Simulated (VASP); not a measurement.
A run of VASP 6.6.1 is set up as follows.

The input INCAR:

```
SYSTEM = CoSi2
  PREC = Accurate
  ENCUT = 520
  EDIFF = 1E-6
  ISMEAR = 0
  SIGMA = 0.15
  LREAL = .False.
  LASPH = .True.
  NELM = 100
  ALGO = Normal
  ISIF = 2
  LWAVE = .False.
  LCHARG = .True.
  GGA = PE
  LELF = .True.
  LVHAR = .True.
  NBANDS = 16
```

KPOINTS

```
regular mesh
0
Gamma
  16 16 16
  0 0 0
```

Contents of POSCAR:

```
CoSi2
1.0
    0.0000000000      2.7402376866      2.7402376866
    2.6799390578      0.0602986288      2.6799390578
    2.6799390578      2.6799390578      0.0602986288
Co Si
1 2
Direct
    0.0000000000      0.0000000000      0.0000000000
    0.2500000000      0.2500000000      0.2500000000
    0.7500000000      0.7500000000      0.7500000000
```

Potentials or basis: VASP PAW PBE potentials, release 64 (Co, Si).

Run with:

```sh
$ cat potpaw_PBE.64/Co/POTCAR potpaw_PBE.64/Si/POTCAR > POTCAR
$ mpirun -np 1 vasp_std > vasp.out
```

(1) Predict the largest force.

(2) Predict the band gap on the k mesh.

## Answers

(1) 0.409 eV/Å.

(2) zero (an odd number of electrons rules out a gap without spin polarisation).

Caveat: the cell differs from its parent crystal (strain +0.0450 x Voigt [0, 0, 0, 1, 0, 0]); the run has no spin polarisation, though such a crystal can be magnetic.
